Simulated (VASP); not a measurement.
Runs of VASP 6.6.1 on Zr. The structure is that of space group Fd-3m (No. 227), or close to it. The cells are those of the table. 

| task | cell | k mesh | cutoff (eV) | gap on the mesh (eV) | pressure (GPa) |
| --- | --- | --- | --- | --- | --- |
| single point | a = 4.512 Å, angles 60.0°, 2 atoms | 10 × 10 × 10 | 520 | none | -3.5 |
| single point | a = 4.402 Å, angles 60.0°, 2 atoms | 10 × 10 × 10 | 520 | none | -1.3 |
| relaxation of cell and atoms | relaxed from a = 4.463 Å, angles 60.0°, 2 atoms | 9 × 9 × 9 | 600 | none | 0.0 |
| single point | a = 4.164 Å, angles 60.0°, 2 atoms | 10 × 10 × 10 | 520 | none | (b) |
| single point | a = 4.345 Å, angles 60.0°, 2 atoms | 9 × 9 × 9 | 520 | none | (a) |
| single point | a = 4.286 Å, angles 60.0°, 2 atoms | 10 × 10 × 10 | 520 | none | 1.7 |
| single point | a = 4.226 Å, angles 60.0°, 2 atoms | 10 × 10 × 10 | 520 | none | 3.7 |

Alike in all rows: level PBEsol; potentials or basis VASP PAW PBE potentials, release 64 (Zr_sv); no spin polarisation; smearing fermi-dirac 0.1 eV.

**Question.** Fill in the values left out.

**Answer.** (a) 0.1; (b) 6.1.

Caveats: the PAW data sets were made with another functional, which shifts forces and pressure a little.

A k mesh can miss the band edges, and the runs leave out spin-orbit coupling on Zr.

A gap of «none» marks levels without a gap at the run's occupations.
